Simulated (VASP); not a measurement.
# Al6H in VASP: notebook, part 2 of 2

VASP 6.6.1. The steps go on from the part before.

### Step 3. Single point, PBE

File INCAR:

```
ALGO     = Normal         # electronic algorithm
DIPOL    = 0.5 0.5 0.312
EDIFF    = 1E-7           # SCF threshold, eV
ENCUT    = 520            # plane-wave cutoff, eV
GGA      = PE             # functional
IDIPOL   = 3            
ISIF     = 2              # what is computed and relaxed
ISMEAR   = 0              # smearing method
LASPH    = True           # aspherical terms in the spheres
LCHARG   = False          # write CHGCAR
LDIPOL   = True         
LREAL    = False          # projectors in reciprocal space
LWAVE    = False          # write WAVECAR
NBANDS   = 32             # bands
NELM     = 80             # most SCF steps
PREC     = Accurate       # precision mode
SIGMA    = 0.1            # smearing width, eV
```

File KPOINTS:

```
k-points
0
Gamma
  6 6 1
```

File POSCAR:

```
Al6H
1.0
    5.7143028096      0.0000000000      0.0000000000
   -2.8571514048      4.9487313980      0.0000000000
    0.0000000000      0.0000000000     22.6016424764
Al H
12 2
Direct
    0.3333333333      0.1666666667      0.1769782884
    0.3333333333      0.6666666667      0.1769782884
    0.8333333333      0.1666666667      0.1769782884
    0.8333333333      0.6666666667      0.1769782884
    0.1666666667      0.3333333333      0.2787817910
    0.1666666667      0.8333333333      0.2787817910
    0.6666666667      0.3333333333      0.2787817910
    0.6666666667      0.8333333333      0.2787817910
    0.0000000000      0.0000000000      0.3805759907
    0.0000000000      0.5000000000      0.3805759907
    0.5000000000      0.0000000000      0.3805759907
    0.5000000000      0.5000000000      0.3805759907
   -0.0656248037      0.0000000000      0.5133097070
    0.0656248037      0.0000000000      0.5133097070
```

Potentials or basis: VASP PAW PBE potentials, release 64 (Al, H).

The run is started by

```
cat potpaw_PBE.64/Al/POTCAR potpaw_PBE.64/H/POTCAR > POTCAR
mpirun -np 1 vasp_std > vasp.out
```

OUTCAR:

```text
EDIFF = 1E-7
   ENCUT = 520
   GGA = PE
   ISIF = 2
   ISMEAR = 0
   LASPH = True
   LREAL = False
   NELM = 80
   PREC = Accurate

 ion  position               nearest neighbor table
   1  0.333  0.167  0.177-   5 2.83   6 2.83   7 2.83   4 2.86   2 2.86   2 2.86   4 2.86   3 2.86
                             3 2.86
   2  0.333  0.667  0.177-   6 2.83   5 2.83   8 2.83   3 2.86   1 2.86   1 2.86   3 2.86   4 2.86
                             4 2.86
   3  0.833  0.167  0.177-   7 2.83   8 2.83   5 2.83   4 2.86   2 2.86   4 2.86   2 2.86   1 2.86
                             1 2.86
   4  0.833  0.667  0.177-   8 2.83   7 2.83   6 2.83   3 2.86   1 2.86   3 2.86   1 2.86   2 2.86
                             2 2.86
   5  0.167  0.333  0.279-   9 2.83  12 2.83  10 2.83   1 2.83   2 2.83   3 2.83   8 2.86   6 2.86
                             6 2.86   8 2.86   7 2.86   7 2.86
   6  0.167  0.833  0.279-  10 2.83  11 2.83   9 2.83   2 2.83   1 2.83   4 2.83   7 2.86   5 2.86
                             5 2.86   7 2.86   8 2.86   8 2.86
   7  0.667  0.333  0.279-  11 2.83  10 2.83  12 2.83   3 2.83   4 2.83   1 2.83   8 2.86   6 2.86
                             8 2.86   6 2.86   5 2.86   5 2.86
   8  0.667  0.833  0.279-  12 2.83   9 2.83  11 2.83   4 2.83   3 2.83   2 2.83   7 2.86   5 2.86
                             7 2.86   5 2.86   6 2.86   6 2.86
   9  0.000  0.000  0.381-   5 2.83   8 2.83   6 2.83  10 2.86  12 2.86  10 2.86  12 2.86  11 2.86
                            11 2.86
  10  0.000  0.500  0.381-   6 2.83   7 2.83   5 2.83   9 2.86  11 2.86   9 2.86  11 2.86  12 2.86
                            12 2.86
  11  0.500  0.000  0.381-   7 2.83   6 2.83   8 2.83  10 2.86  12 2.86  12 2.86  10 2.86   9 2.86
                             9 2.86
  12  0.500  0.500  0.381-   8 2.83   5 2.83   7 2.83   9 2.86  11 2.86  11 2.86   9 2.86  10 2.86
                            10 2.86
  13  0.934  0.000  0.513-  14 0.75
  14  0.066  0.000  0.513-  13 0.75

  LATTYP: Found a hexagonal cell.
 ALAT       =     5.7143028096
 C/A-ratio  =     3.9552756005

  Lattice vectors:

 A1 = (   5.7143028096,   0.0000000000,   0.0000000000)
 A2 = (  -2.8571514048,   4.9487313980,   0.0000000000)
 A3 = (   0.0000000000,   0.0000000000,  22.6016424764)

Analysis of symmetry for initial positions (statically):
=====================================================================
 Subroutine PRICEL returns:
 Original cell was already a primitive cell.

 Routine SETGRP: Setting up the symmetry group for a
 hexagonal supercell.

 Subroutine GETGRP returns: Found  2 space group operations
 (whereof  2 operations were pure point group operations)
 out of a pool of 24 trial point group operations.

The static configuration has the point symmetry C_1h.

Analysis of symmetry for dynamics (positions and initial velocities):
=====================================================================
 Subroutine PRICEL returns:
 Original cell was already a primitive cell.

 Routine SETGRP: Setting up the symmetry group for a
 hexagonal supercell.

 Subroutine GETGRP returns: Found  2 space group operations
 (whereof  2 operations were pure point group operations)
 out of a pool of 24 trial point group operations.

The dynamic configuration has the point symmetry C_1h.

 Subroutine INISYM returns: Found  2 space group operations
 (whereof  2 operations are pure point group operations),
 and found     1 'primitive' translations

[... 104 lines left out ...]
   ENCUT  =  520.0 eV  38.22 Ry    6.18 a.u.  10.62 10.62 42.02*2*pi/ulx,y,z
   NELM   =     80;   NELMIN=  2; NELMDL= -5     # of ELM steps
   EDIFF  = 0.1E-06   stopping-criterion for ELM
   LREAL  =      F    real-space projection
   EDIFFG = 0.1E-05   stopping-criterion for IOM
   NSW    =      0    number of steps for IOM
   IBRION =     -1    ionic relax: 0-MD 1-quasi-New 2-CG
   NFREE  =      0    steps in history (QN), initial steepest desc. (CG)
   ISIF   =      2    stress and relaxation
   ISYM   =      2    0-nonsym 1-usesym 2-fastsym
   POTIM  = 0.5000    time-step for ionic-motion
   TEBEG  =    0.0;   TEEND  =   0.0 temperature during run
   PSTRESS=    0.0 pullay stress
   NELECT =      38.0000    total number of electrons
   NUPDOWN=      -1.0000    fix difference up-down
   EMIN   =  10.00;   EMAX   =-10.00  energy-range for DOS
   EFERMI =   0.00;   METHOD = LEGACY
   ISMEAR =     0;   SIGMA  =   0.10  broadening in eV -4-tet -1-fermi 0-gaus
   EFERMI_NEDOS =   21; number of points for ismear=-14 and -15
   IALGO  =     38    algorithm
   IMIX   =      4    mixing-type and parameters
     AMIX     =   0.40;   BMIX     =  1.00
     AMIX_MAG =   1.60;   BMIX_MAG =  1.00
  volume/ion in A,a.u.               =      45.65       308.08
  Fermi-wavevector in a.u.,A,eV,Ry     =   0.638955  1.207450  5.554763  0.408264
  Thomas-Fermi vector in A             =   1.704469
   LORBIT       =      0    0 simple, 1 ext, 2 COOP (PROOUT), +10 PAW based schemes
   GGA     = PE    functional components
   LHFCALC =     F    Hartree Fock is set to
   AEXX    =    0.0000 exact exchange contribution
   IVDW    =     0    specifies the selected vdW correction
   LEPSILON=     F    determine dielectric tensor
   LRPA    =     F    only Hartree local field effects (RPA)
 non-spin polarized calculation
 Gauss-broadening in eV      SIGMA  =   0.10
  energy-cutoff  :      520.00
  volume of cell :      639.14
 maximum number of plane-waves:     17305
   NGX = 21   NGY = 21   NGZ = 85

 dipolmoment           0.000000      0.000000      0.000016 electrons x Angstroem

 number of electron      38.0000002 magnetization

 dipolmoment           0.000000      0.000000     -0.016598 electrons x Angstroem

 Free energy of the ion-electron system (eV)
  ---------------------------------------------------
  ext. energy  EPLUGINS =         0.00000000
  ---------------------------------------------------
  free energy    TOTEN  =       -48.87909560 eV

  energy without entropy =      -48.84731466  energy(sigma->0) =      -48.86320513

 E-fermi :  -0.1090     XC(G=0):  -4.1421

 val. band max:       -0.1270385005   @ k =   0.3333   0.1667   0.0000
 cond. band min:      -0.0607044686   @ k =   0.1667   0.1667   0.0000
 fundamental gap:      0.0663340319
 Fermi energy:        -0.1089746194

 k-point     1 :       0.0000    0.0000    0.0000
  band No.  band energies     occupation
      1     -10.6780      2.00000
      2      -8.9783      2.00000
      3      -6.9603      2.00000
      4      -6.1750      2.00000
      5      -4.8025      2.00000
      6      -4.8023      2.00000
[... 431 lines left out ...]
     30       3.2060      0.00000
     31       3.2902      0.00000
 [bands above 31 left out]

------------------------ aborting loop because EDIFF is reached ----------------------------------------

 vacuum level on the upper side and lower side of the slab       (xc-potential included)        -0.080         0.027

  FORCE on cell =-STRESS in cart. coord.  units (eV):
  Direction    XX          YY          ZZ          XY          YZ          ZX
  --------------------------------------------------------------------------------------
  -------------------------------------------------------------------------------------
  Total       -2.8828941     -2.9213147      0.3535856      0.0000000      0.0061629      0.0000000
  in kB       -7.2267352     -7.3230464      0.8863558      0.0000000      0.0154488      0.0000000
  external PRESSURE =      -4.5544753 kB  Pullay stress =       0.0000000 kB

 VOLUME and BASIS-vectors are now :
 -----------------------------------------------------------------------------
  energy-cutoff  :      520.00
  volume of cell :      639.14
      direct lattice vectors                 reciprocal lattice vectors
     5.714302810  0.000000000  0.000000000     0.174999476  0.101035995  0.000000000
    -2.857151405  4.948731398  0.000000000     0.000000000  0.202071990  0.000000000
     0.000000000  0.000000000 22.601642476     0.000000000  0.000000000  0.044244572

 POSITION                                       TOTAL-FORCE (eV/Angst)
 -----------------------------------------------------------------------------------
      1.42858      0.82479      4.00000        -0.005993     -0.002372     -0.002483
     -0.00000      3.29915      4.00000         0.000000     -0.000770      0.005284
      4.28573      0.82479      4.00000         0.005993     -0.002372     -0.002483
      2.85715      3.29915      4.00000         0.000000      0.005811     -0.003005
      0.00000      1.64958      6.30093         0.000000     -0.011375     -0.006828
     -1.42858      4.12394      6.30093        -0.011791      0.004023     -0.006740
      2.85715      1.64958      6.30093         0.000000      0.001862     -0.001435
      1.42858      4.12394      6.30093         0.011791      0.004023     -0.006740
      0.00000      0.00000      8.60164         0.000000     -0.001254     -0.068298
     -1.42858      2.47437      8.60164        -0.006881     -0.002843     -0.006267
      2.85715      0.00000      8.60164         0.000000      0.006711     -0.003634
      1.42858      2.47437      8.60164         0.006881     -0.002843     -0.006267
      5.33930      0.00000     11.60164        -0.069324      0.000699      0.054448
      0.37500      0.00000     11.60164         0.069324      0.000699      0.054448
 -----------------------------------------------------------------------------------
    total drift:                               -0.000000     -0.000008     -0.000143

  FREE ENERGIE OF THE ION-ELECTRON SYSTEM (eV)
  ---------------------------------------------------
  free  energy   TOTEN  =       -48.8790955972 eV

  energy  without entropy=      -48.8473146600  energy(sigma->0) =      -48.86320513

 vacuum level on the upper side and lower side of the slab         3.683         3.793
```

Wall time 12 min (1 thread of Intel Xeon 6975P-C, shared host); peak memory 0.73 GiB.

What came out:

```
Free energy            : -48.8791 eV
Largest force          : 0.088 eV/Å
Band gap on the k mesh : zero (band 19 reaches 0.07 eV, above the bottom of band 20 at -0.94 eV)
```

Forces in eV/Å, atoms in the order of the input:
```
Al  -0.006 -0.002 -0.002
Al   0.000 -0.001  0.005
Al   0.006 -0.002 -0.002
Al   0.000  0.006 -0.003
Al   0.000 -0.011 -0.007
Al  -0.012  0.004 -0.007
Al   0.000  0.002 -0.001
Al   0.012  0.004 -0.007
Al   0.000 -0.001 -0.068
Al  -0.007 -0.003 -0.006
Al   0.000  0.007 -0.004
Al   0.007 -0.003 -0.006
H   -0.069  0.001  0.054
H    0.069  0.001  0.054
```

Levels at points of the mesh, in eV from the Fermi level:
```tsv
k point	band 15	band 16	band 17	band 18	band 19	band 20	band 21	band 22	band 23	band 24
(0.00, 0.00, 0.00)	-2.73	-2.73	-2.73	-0.39	-0.39	-0.38	-0.16	-0.16	-0.15	0.61
(0.50, 0.00, 0.00)	-1.58	-0.49	-0.49	-0.22	-0.21	0.94	0.94	1.29	1.32	1.63
(0.00, 0.50, 0.00)	-1.59	-0.49	-0.49	-0.22	-0.21	0.94	0.94	1.28	1.32	1.64
```
